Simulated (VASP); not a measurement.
A run of VASP 6.6.1:

INCAR

```
PREC = Accurate ; ENCUT = 520
EDIFF = 1E-6 ; ISMEAR = 0
SIGMA = 0.05 ; LREAL = F
LASPH = T ; NELM = 150
ALGO = Normal ; ISIF = 2
LWAVE = F ; LCHARG = F
ISPIN = 2 ; MAGMOM = 0 0 0 0 2
LORBIT = 11 ; LDIPOL = T
IDIPOL = 3 ; DIPOL = 0.5 0.5 0.353
GGA = PE ; NBANDS = 22
```

The input KPOINTS:

```
regular mesh
0
Gamma
  9 9 1
```

File POSCAR:

```
Si
1.0
    3.8675355712      0.0000000000      0.0000000000
   -1.9337677856      3.3493840547      0.0000000000
    0.0000000000      0.0000000000     19.4372968022
Si
5
Direct
    0.3333333333      0.6666666667      0.2057899327
    0.0000000000      0.0000000000      0.2464055286
    0.0000000000      0.0000000000      0.3748662336
    0.6666666667      0.3333333333      0.4083539436
    0.6666666667      0.3333333333      0.5301652473
```

Potentials or basis: VASP PAW PBE potentials, release 64 (Si).

Command:

```sh
$ cat potpaw_PBE.64/Si/POTCAR > POTCAR
$ mpirun -np 1 vasp_std > vasp.out
```

Hardware: 1 thread of Intel Xeon 8259CL, with other jobs on the host.

Estimate the wall time of this run.

Wall time 11 min on 1 thread of Intel Xeon 8259CL, with other jobs on the host, peak memory 0.49 GiB. Counts: scf iterations 35, k points 12.
